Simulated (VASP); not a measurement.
# Ca2Ag2O (Fd-3m) in VASP: notebook

The runs below take Ca2Ag2O through relaxation of cell and atoms, single point, with PBE.

All numbers are computed with VASP 6.6.1; they aren't measurements. Logs are shortened: lines on timing, memory, paths and dates and some standing lists are left out, and cuts for length are marked.

## (1) The cell of the first run

Symmetry: Fd-3m, No. 227, cubic system. Conventional cell: a = 9.257 Å, b = 9.257 Å, c = 9.257 Å, α = 90.00°, β = 90.00°, γ = 90.00°. Ca (site symmetry -3m) has 6 Ca at 3.27 Å and 6 Ag at 3.27 Å and 6 O at 3.84 Å within 4.3 Å. Within 2.7 Å of Ag (site symmetry -3m) lie 2 O at 2.00 Å. Within 2.7 Å of O (site symmetry -43m) lie 4 Ag at 2.00 Å.

The cell was built from a structure type or drawn by symmetry, and may not be a known phase.

## (2) Relaxation of cell and atoms, PBE

INCAR reads:

```
SYSTEM = Ca2Ag2O
PREC = Accurate ; ENCUT = 600
EDIFF = 1E-6 ; ISMEAR = 0
SIGMA = 0.1 ; LREAL = .False.
LASPH = .True. ; NELM = 60
ALGO = Normal ; ISIF = 3
LWAVE = .False. ; LCHARG = .False.
GGA = PE ; IBRION = 2
NSW = 90 ; EDIFFG = -0.04
```

KPOINTS reads:

```
Automatic mesh
0
Gamma
  4 4 4
  0 0 0
```

POSCAR reads:

```
Ca2Ag2O
1.0
    0.0000000000      4.6287325800      4.6287325800
    4.6287325800      0.0000000000      4.6287325800
    4.6287325800      4.6287325800      0.0000000000
Ca Ag O
4 4 2
Direct
    0.6250000000      0.6250000000      0.6250000000
    0.6250000000      0.6250000000      0.1250000000
    0.6250000000      0.1250000000      0.6250000000
    0.1250000000      0.6250000000      0.6250000000
    0.1250000000      0.1250000000      0.1250000000
    0.1250000000      0.1250000000      0.6250000000
    0.1250000000      0.6250000000      0.1250000000
    0.6250000000      0.1250000000      0.1250000000
    0.2500000000      0.2500000000      0.2500000000
    0.0000000000      0.0000000000      0.0000000000
```

Potentials or basis: VASP PAW PBE potentials, release 64 (Ca_sv, Ag, O).

The run is started by

```console
$ cat potpaw_PBE.64/Ca_sv/POTCAR potpaw_PBE.64/Ag/POTCAR potpaw_PBE.64/O/POTCAR > POTCAR
$ mpirun -np 1 vasp_std > vasp.out
```

OUTCAR:

```text
SYSTEM = Ca2Ag2O
   PREC = Accurate
   ENCUT = 600
   EDIFF = 1E-6
   ISMEAR = 0
   LREAL = .False.
   LASPH = .True.
   NELM = 60
   ISIF = 3
   GGA = PE
   IBRION = 2
   NSW = 90
   EDIFFG = -0.04

 ion  position               nearest neighbor table
   1  0.625  0.625  0.625-   7 3.27   8 3.27   6 3.27   8 3.27   6 3.27   7 3.27
   2  0.625  0.625  0.125-   7 3.27   8 3.27   5 3.27   8 3.27   5 3.27   7 3.27
   3  0.625  0.125  0.625-   6 3.27   8 3.27   5 3.27   8 3.27   5 3.27   6 3.27
   4  0.125  0.625  0.625-   6 3.27   7 3.27   5 3.27   7 3.27   5 3.27   6 3.27
   5  0.125  0.125  0.125-   9 2.00  10 2.00   8 3.27   6 3.27   7 3.27   3 3.27   4 3.27   6 3.27
                             2 3.27   4 3.27   7 3.27   2 3.27   3 3.27   8 3.27
   6  0.125  0.125  0.625-   9 2.00  10 2.00   5 3.27   3 3.27   4 3.27   5 3.27   7 3.27   8 3.27
                             1 3.27   4 3.27   7 3.27   1 3.27   3 3.27   8 3.27
   7  0.125  0.625  0.125-   9 2.00  10 2.00   5 3.27   2 3.27   4 3.27   1 3.27   4 3.27   6 3.27
                             5 3.27   6 3.27   8 3.27   1 3.27   2 3.27   8 3.27
   8  0.625  0.125  0.125-   9 2.00  10 2.00   5 3.27   2 3.27   3 3.27   1 3.27   3 3.27   6 3.27
                             1 3.27   2 3.27   7 3.27   5 3.27   6 3.27   7 3.27
   9  0.250  0.250  0.250-   5 2.00   6 2.00   7 2.00   8 2.00
  10  0.000  0.000  0.000-   5 2.00   6 2.00   7 2.00   8 2.00

  LATTYP: Found a face centered cubic cell.
 ALAT       =     9.2574651600

  Lattice vectors:

 A1 = (   0.0000000000,   4.6287325800,   4.6287325800)
 A2 = (   4.6287325800,   0.0000000000,   4.6287325800)
 A3 = (   4.6287325800,   4.6287325800,   0.0000000000)

Analysis of symmetry for initial positions (statically):
=====================================================================
 Subroutine PRICEL returns:
 Original cell was already a primitive cell.

 Routine SETGRP: Setting up the symmetry group for a
 face centered cubic supercell.

 Subroutine GETGRP returns: Found 48 space group operations
 (whereof 24 operations were pure point group operations)
 out of a pool of 48 trial point group operations.

The static configuration has the point symmetry T_d .
 The point group associated with its full space group is O_h .

Analysis of symmetry for dynamics (positions and initial velocities):
=====================================================================
 Subroutine PRICEL returns:
 Original cell was already a primitive cell.

 Routine SETGRP: Setting up the symmetry group for a
 face centered cubic supercell.

 Subroutine GETGRP returns: Found 48 space group operations
 (whereof 24 operations were pure point group operations)
 out of a pool of 48 trial point group operations.

The dynamic configuration has the point symmetry T_d .
 The point group associated with its full space group is O_h .

 Subroutine INISYM returns: Found 48 space group operations
 (whereof 24 operations are pure point group operations),
 and found     1 'primitive' translations

----------------------------------------------------------------------------------------

                                     Primitive cell

  volume of cell :     198.3427

  direct lattice vectors                    reciprocal lattice vectors
     0.000000000  4.628732580  4.628732580    -0.108020930  0.108020930  0.108020930
     4.628732580  0.000000000  4.628732580     0.108020930 -0.108020930  0.108020930
     4.628732580  4.628732580  0.000000000     0.108020930  0.108020930 -0.108020930

  length of vectors
     6.546016391  6.546016391  6.546016391     0.187097740  0.187097740  0.187097740

  position of ions in fractional coordinates (direct lattice)
     0.625000000  0.625000000  0.625000000
     0.625000000  0.625000000  0.125000000
     0.625000000  0.125000000  0.625000000
     0.125000000  0.625000000  0.625000000
     0.125000000  0.125000000  0.125000000
     0.125000000  0.125000000  0.625000000
     0.125000000  0.625000000  0.125000000
     0.625000000  0.125000000  0.125000000
     0.250000000  0.250000000  0.250000000
     0.000000000  0.000000000  0.000000000

  ion indices of the primitive-cell ions
   primitive index   ion index
                 1           1
                 2           2
                 3           3
                 4           4
                 5           5
                 6           6
                 7           7
                 8           8
                 9           9
                10          10

----------------------------------------------------------------------------------------

 KPOINTS: Automatic mesh

Automatic generation of k-mesh.
 Grid dimensions read from file:
 generate k-points for:    4    4    4

 Generating k-lattice:

  Cartesian coordinates                     Fractional coordinates (reciprocal lattice)
    -0.027005233  0.027005233  0.027005233     0.250000000  0.000000000  0.000000000
     0.027005233 -0.027005233  0.027005233     0.000000000  0.250000000  0.000000000
     0.027005233  0.027005233 -0.027005233     0.000000000  0.000000000  0.250000000

  Length of vectors
     0.046774435  0.046774435  0.046774435

  Shift w.r.t. Gamma in fractional coordinates (k-lattice)
     0.000000000  0.000000000  0.000000000

 Subroutine IBZKPT returns following result:
 ===========================================

 Found      8 irreducible k-points:

 Following reciprocal coordinates:
            Coordinates               Weight
  0.000000  0.000000  0.000000      1.000000
  0.250000  0.000000  0.000000      8.000000
  0.500000  0.000000  0.000000      4.000000
  0.250000  0.250000  0.000000      6.000000
  0.500000  0.250000  0.000000     24.000000
 -0.250000  0.250000  0.000000     12.000000
  0.500000  0.500000  0.000000      3.000000
 -0.250000  0.500000  0.250000      6.000000
   k-points           NKPTS =      8   k-points in BZ     NKDIM =      8   number of bands    NBANDS=     57
   number of dos      NEDOS =    301   number of ions     NIONS =     10
   total plane-waves  NPLWV = 157464
   dimension x,y,z NGX =    54 NGY =   54 NGZ =   54
   dimension x,y,z NGXF=   108 NGYF=  108 NGZF=  108
   ions per type =               4   4   2
   NGX,Y,Z   is equivalent  to a cutoff of  13.71, 13.71, 13.71 a.u.
   NGXF,Y,Z  is equivalent  to a cutoff of  27.43, 27.43, 27.43 a.u.
 SYSTEM =  Ca2Ag2O
   PREC   = accura    normal or accurate (medium, high low for compatibility)
   ISTART =      0    job   : 0-new  1-cont  2-samecut
   ICHARG =      2    charge: 1-file 2-atom 10-const
   ISPIN  =      1    spin polarized calculation?
   LNONCOLLINEAR =      F non collinear calculations
   LSORBIT =      F    spin-orbit coupling
   LASPH  =      T    aspherical Exc in radial PAW
   ENCUT  =  600.0 eV  44.10 Ry    6.64 a.u.  13.07 13.07 13.07*2*pi/ulx,y,z
   NELM   =     60;   NELMIN=  2; NELMDL= -5     # of ELM steps
   EDIFF  = 0.1E-05   stopping-criterion for ELM
   LREAL  =      F    real-space projection
   EDIFFG = -.4E-01   stopping-criterion for IOM
   NSW    =     90    number of steps for IOM
   IBRION =      2    ionic relax: 0-MD 1-quasi-New 2-CG
   NFREE  =      1    steps in history (QN), initial steepest desc. (CG)
   ISIF   =      3    stress and relaxation
   ISYM   =      2    0-nonsym 1-usesym 2-fastsym
   POTIM  = 0.5000    time-step for ionic-motion
   TEBEG  =    0.0;   TEEND  =   0.0 temperature during run
   PSTRESS=    0.0 pullay stress
   NELECT =      96.0000    total number of electrons
   NUPDOWN=      -1.0000    fix difference up-down
   EMIN   =  10.00;   EMAX   =-10.00  energy-range for DOS
   EFERMI =   0.00;   METHOD = LEGACY
   ISMEAR =     0;   SIGMA  =   0.10  broadening in eV -4-tet -1-fermi 0-gaus
   EFERMI_NEDOS =   21; number of points for ismear=-14 and -15
   IALGO  =     38    algorithm
   IMIX   =      4    mixing-type and parameters
     AMIX     =   0.40;   BMIX     =  1.00
     AMIX_MAG =   1.60;   BMIX_MAG =  1.00
  volume/ion in A,a.u.               =      19.83       133.85
  Fermi-wavevector in a.u.,A,eV,Ry     =   1.285365  2.428988 22.479046  1.652163
  Thomas-Fermi vector in A             =   2.417504
   LORBIT       =      0    0 simple, 1 ext, 2 COOP (PROOUT), +10 PAW based schemes
   GGA     = PE    functional components
   LHFCALC =     F    Hartree Fock is set to
   AEXX    =    0.0000 exact exchange contribution
   IVDW    =     0    specifies the selected vdW correction
   LEPSILON=     F    determine dielectric tensor
   LRPA    =     F    only Hartree local field effects (RPA)
 conjugate gradient relaxation of ions
 non-spin polarized calculation
 Gauss-broadening in eV      SIGMA  =   0.10
  energy-cutoff  :      600.00
  volume of cell :      198.34
 maximum number of plane-waves:      6652
 NGX is ok and might be reduce to    54
   NGX = 27   NGY = 27   NGZ = 27

--------------------------------------- Ionic step        1  -------------------------------------------

 number of electron      96.0000011 magnetization

 Free energy of the ion-electron system (eV)
  ---------------------------------------------------
  ext. energy  EPLUGINS =         0.00000000
  ---------------------------------------------------
  free energy    TOTEN  =       -26.24356492 eV

  energy without entropy =      -26.19138195  energy(sigma->0) =      -26.21747344

 E-fermi :   5.9777     XC(G=0): -10.2604

 val. band max:        5.9629371015   @ k =   0.5000   0.2500   0.0000
 cond. band min:       6.0174865356   @ k =   0.5000   0.2500   0.0000
 fundamental gap:      0.0545494341
 Fermi energy:         5.9776603894

 k-point     1 :       0.0000    0.0000    0.0000
  band No.  band energies     occupation
      1     -35.6609      2.00000
      2     -35.5726      2.00000
      3     -35.5726      2.00000
      4     -35.5726      2.00000
      5     -17.1308      2.00000
      6     -16.8368      2.00000
[... 554 lines left out ...]
  energy  without entropy=      -28.7712407183  energy(sigma->0) =      -28.79219638

--------------------------------------- Ionic step        3  -------------------------------------------

 number of electron      96.0000027 magnetization

 Free energy of the ion-electron system (eV)
  ---------------------------------------------------
  ext. energy  EPLUGINS =         0.00000000
  ---------------------------------------------------
  free energy    TOTEN  =       -28.84015012 eV

  energy without entropy =      -28.79814693  energy(sigma->0) =      -28.81914852

 E-fermi :   3.8091     XC(G=0):  -9.0833

 val. band max:        3.7660796833   @ k =   0.5000   0.2500   0.0000
 cond. band min:       3.8530373265   @ k =   0.5000   0.0000   0.0000
 fundamental gap:      0.0869576432
 Fermi energy:         3.8090861411

 k-point     1 :       0.0000    0.0000    0.0000
  band No.  band energies     occupation
      1     -38.3879      2.00000
      2     -38.3584      2.00000
      3     -38.3584      2.00000
      4     -38.3584      2.00000
      5     -19.5320      2.00000
      6     -19.4461      2.00000
[... 506 lines left out ...]
  FREE ENERGIE OF THE ION-ELECTRON SYSTEM (eV)
  ---------------------------------------------------
  free  energy   TOTEN  =       -28.8401501167 eV

  energy  without entropy=      -28.7981469332  energy(sigma->0) =      -28.81914852

 reached required accuracy - stopping structural energy minimisation
```

Wall time 4 min (1 thread of Intel Xeon 6975P-C (Granite Rapids), shared host); peak memory 0.45 GiB.

What came out:

```
Free energy                           : -28.8402 eV
Relaxed volume                        : 25.77 Å³/atom
Relaxed cell                          : a = 7.143 Å, b = 7.143 Å, c = 7.143 Å, α = 60.00°, β = 60.00°, γ = 60.00°
Space group after relaxing (to 0.1 Å) : Fd-3m (No. 227)
Energy gained by relaxing             : 259.7 meV/atom
Ionic steps                           : 3
Pressure after relaxing               : 0.1 GPa
Band gap on the k mesh                : zero (bands 48 and 49 overlap by 0.37 eV)
```

Step by step:
| step | energy change (eV) | largest force (eV/Å) | pressure (GPa) | volume (Å³) |
| --- | --- | --- | --- | --- |
| 1 | 0.0000 | 0.0000 | 17.34 | 198.34 |
| 2 | -2.5696 | 0.0000 | -1.07 | 266.56 |
| 3 | -2.5966 | 0.0000 | 0.13 | 257.71 |

Final structure:
```xyz
10
Lattice="0.0000 5.0509 5.0509 5.0509 0.0000 5.0509 5.0509 5.0509 0.0000" Properties=species:S:1:pos:R:3 pbc="T T T"
Ca    6.3136    6.3136    6.3136
Ca    3.7882    3.7882    6.3136
Ca    3.7882    6.3136    3.7882
Ca    6.3136    3.7882    3.7882
Ag    1.2627    1.2627    1.2627
Ag    3.7882    3.7882    1.2627
Ag    3.7882    1.2627    3.7882
Ag    1.2627    3.7882    3.7882
O     2.5254    2.5254    2.5254
O     0.0000    0.0000    0.0000
```

Caveat: the volume moved by over 15 % at a fixed basis, so the end points are rough.

## (3) Single point, PBE, collinear spin

INCAR reads:

```
PREC = Accurate
ENCUT = 520
EDIFF = 1E-7
ISMEAR = 0
SIGMA = 0.1
LREAL = F
LASPH = T
NELM = 150
ALGO = Normal
ISIF = 2
LWAVE = F
LCHARG = F
ISPIN = 2
MAGMOM = 0 0 0 0 1 1 1 1 0 0
LORBIT = 11
LMAXMIX = 4
GGA = PE
NBANDS = 63
```

KPOINTS reads:

```
Automatic mesh
0
Gamma
  4 4 4
```

POSCAR is that of step 2.

Potentials or basis: VASP PAW PBE potentials, release 64 (Ca_sv, Ag, O).

The run is started by

```console
$ cat potpaw_PBE.64/Ca_sv/POTCAR potpaw_PBE.64/Ag/POTCAR potpaw_PBE.64/O/POTCAR > POTCAR
$ mpirun -np 1 vasp_std > vasp.out
```

It took 3.8 min on 1 thread of Intel Xeon 6975P-C (Granite Rapids), shared host; peak memory 0.52 GiB.

The run converged. Its results:

- Free energy: -26.2404 eV
- Pressure: 17.4 GPa
- Band gap on the k mesh: zero (filled and empty bands overlap)
- Net moment: 0.00 μB per cell
- Valence electrons inside the program's atomic spheres: Ca 8.23; Ag 9.98; O 4.97

Levels at points of the mesh, in eV from the Fermi level:
Spin up:
| k point | band 46 | band 47 | band 48 | band 49 | band 50 | band 51 |
| --- | --- | --- | --- | --- | --- | --- |
| (0.00, 0.00, 0.00) | -0.86 | 0.24 | 0.24 | 0.24 | 0.65 | 0.65 |
| (0.50, 0.00, 0.00) | -0.76 | -0.50 | -0.50 | -0.20 | 0.53 | 0.72 |
| (0.50, 0.50, 0.00) | -1.53 | -0.12 | -0.12 | 0.54 | 0.54 | 0.60 |
Spin down:
| k point | band 44 | band 45 | band 46 | band 47 | band 48 | band 49 | band 50 | band 51 | band 52 | band 53 |
| --- | --- | --- | --- | --- | --- | --- | --- | --- | --- | --- |
| (0.00, 0.00, 0.00) | -2.59 | -2.53 | -0.86 | 0.24 | 0.24 | 0.24 | 0.66 | 0.66 | 0.66 | 1.04 |
| (0.50, 0.00, 0.00) | -2.88 | -1.79 | -0.76 | -0.50 | -0.50 | -0.20 | 0.53 | 0.72 | 0.87 | 0.87 |
| (0.50, 0.50, 0.00) | -3.16 | -1.53 | -1.53 | -0.12 | -0.12 | 0.54 | 0.54 | 0.60 | 0.60 | 0.90 |

Caveat: the cell stands under pressure.
